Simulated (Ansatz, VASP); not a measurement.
## Two plane-wave programs on ZrS

```
CELL_PARAMETERS angstrom
0.00000 2.64370 2.46273
2.64370 0.00000 2.46273
2.64370 2.64370 0.00000
ATOMIC_POSITIONS crystal
Zr 0.00000 0.00000 0.00000
S 0.50000 0.50000 0.50000
```

Change from the starting cell: strain +e along x and -e along y +0.0000, strain +e along z and -e/2 along x and y -0.0467.

Alike in both runs: task single point; functional PBEsol; k mesh 16 × 16 × 16; occupations gaussian, width 0.15 eV; no spin polarisation.

|  | VASP | Ansatz |
| --- | --- | --- |
| version | VASP 6.6.1 | Ansatz 0.2.0 |
| potentials or method | VASP PAW PBE potentials, release 64 (Zr_sv, S), cutoff 520 eV | scalar-relativistic, plane waves, PAW |
| valence electrons in the cell | 18 | 18 |

```csv
,VASP,Ansatz,Ansatz less VASP
gap on the k mesh at the Fermi level (eV),none,none,-
pressure (GPa),2.5,2.4,-0.17
"traceless stress, the component that is largest in VASP (GPa)",16.87,16.77,-0.097
```

VASP's potentials were made for PBE, not for PBEsol, and Ansatz warns of the same on its side. A gap of «none» marks a metal or a gap that the smearing closes.
